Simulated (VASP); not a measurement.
Al3BP4, 8 atoms in the cell. The structure is orthorhombic, space group Pmm2 (No. 25). Conventional cell: a = 3.691 Å, b = 7.470 Å, c = 5.325 Å, α = 90.00°, β = 90.00°, γ = 90.00°. Al (site symmetry m) has 4 P at 2.34 to 2.37 Å within 3.1 Å. Within 3.1 Å of Al (site symmetry mm2) lie 4 P at 2.34 to 2.42 Å. Within 2.7 Å of B (site symmetry mm2) lie 4 P at 2.01 to 2.14 Å. P (site symmetry m) has 1 B at 2.01 Å and 3 Al at 2.35 to 2.42 Å within 2.7 Å. P (site symmetry mm2) has 2 B at 2.14 Å and 2 Al at 2.37 Å within 2.8 Å. Within 3.1 Å of P (site symmetry mm2) lie 4 Al at 2.34 Å. 

* Program: VASP 6.6.1
* Task: single point
* Functional: PBE
* Potentials or basis: VASP PAW PBE potentials, release 64 (Al, B, P)
* Cutoff: 520 eV
* k mesh: 6 × 4 × 4
* Occupations: gaussian, width 0.1 eV
* Spin: no spin polarisation
* Dipole correction: no
* Further INCAR settings: ALGO = Normal; EDIFF = 1e-06; NBANDS = 26

Potentials or basis: VASP PAW PBE potentials, release 64 (Al, B, P).

Launch:

```sh
$ cat potpaw_PBE.64/Al/POTCAR potpaw_PBE.64/B/POTCAR potpaw_PBE.64/P/POTCAR > POTCAR
$ mpirun -np 1 vasp_std > vasp.out
```

Hardware: 1 thread of AMD EPYC 9R14 (Zen 4) (shared host).

Question: How long does it take, and how much memory?

Answer: Run time: 90 s on 1 thread of AMD EPYC 9R14 (Zen 4) (shared host), peak memory 0.27 GiB. Counts: scf iterations 14, k points 36.
